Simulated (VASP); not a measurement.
Runs of VASP 6.6.1 on GaAs. The structure is that of space group F-43m (No. 216), or close to it. The cells are those of the table. 

```tsv
task	level	potentials or basis	cell	k mesh	cutoff (eV)	smearing	second run	gap on the mesh (eV)	pressure (GPa)	relaxed volume (Å³/atom)
single point	PBE	VASP PAW PBE potentials, release 64 (Ga_d, As_d)	a = 4.007 Å, angles 60.0°, 2 atoms	8 × 8 × 8	600	fermi-dirac 0.02 eV	valence_matched	0.47	2.7	-
relaxation of cell and atoms	PBEsol	VASP PAW PBE potentials, release 64 (Ga_d, As)	relaxed from a = 4.061 Å, angles 60.0°, 2 atoms	8 × 8 × 8	600	fermi-dirac 0.02 eV	-	0.42	0.0	22.69
single point	PBE	VASP PAW PBE potentials, release 64 (Ga_d, As)	a = 4.007 Å, angles 60.0°, 2 atoms	4 × 4 × 4	520	gaussian 0.01 eV	-	0.46	3.2	-
single point	PBE	VASP PAW PBE potentials, release 64 (Ga_d, As)	a = 4.007 Å, angles 60.0°, 2 atoms	8 × 8 × 8	520	fermi-dirac 0.02 eV	-	0.47	3.0	-
dielectric tensor	PBE	VASP PAW PBE potentials, release 64 (Ga_d, As)	a = 4.007 Å, angles 60.0°, 2 atoms	6 × 6 × 6	520	gaussian 0.01 eV	-	0.47	-	-
single point	LDA	VASP PAW LDA potentials, release 64 (Ga_d, As)	a = 3.962 Å, angles 60.0°, 2 atoms	8 × 8 × 8	520	fermi-dirac 0.02 eV	-	0.54	0.3	-
single point	PBE	VASP PAW PBE potentials, release 64 (Ga_d, As)	a = 4.061 Å, angles 60.0°, 2 atoms	8 × 8 × 8	520	fermi-dirac 0.02 eV	-	(c)	0.2	-
dielectric tensor	PBE	VASP PAW PBE potentials, release 64 (Ga_d, As_d)	a = 4.007 Å, angles 60.0°, 2 atoms	6 × 6 × 6	520	gaussian 0.01 eV	valence_matched	0.47	-	-
single point	PBEsol	VASP PAW PBE potentials, release 64 (Ga_d, As)	a = 4.000 Å, angles 60.0°, 2 atoms	8 × 8 × 8	520	fermi-dirac 0.02 eV	-	(a)	0.2	-
single point	r2SCAN	VASP PAW PBE potentials, release 64 (Ga_d, As)	a = 4.007 Å, angles 60.0°, 2 atoms	8 × 8 × 8	520	fermi-dirac 0.02 eV	-	0.94	0.1	-
relaxation of cell and atoms	PBE	VASP PAW PBE potentials, release 64 (Ga_d, As)	relaxed from a = 3.881 Å, angles 60.0°, 2 atoms	8 × 8 × 8	600	fermi-dirac 0.02 eV	-	(b)	0.0	23.76
single point	LDA	VASP PAW LDA potentials, release 64 (Ga_d, As)	a = 4.007 Å, angles 60.0°, 2 atoms	8 × 8 × 8	520	gaussian 0.01 eV	-	0.28	-2.1	-
```

Alike in all rows: no spin polarisation.

Q: Fill in the values left out.

A: (a) 0.44; (b) 0.15; (c) 0.17.

Caveats: some runs use coarse meshes; the PAW data sets were made with another functional, which shifts forces and pressure a little (some runs); the gap is small at this level, which inflates the dielectric constant (some runs).

A k mesh can miss the band edges, and the runs leave out spin-orbit coupling on As, Ga.

The runs don't all hold the same shells in valence.
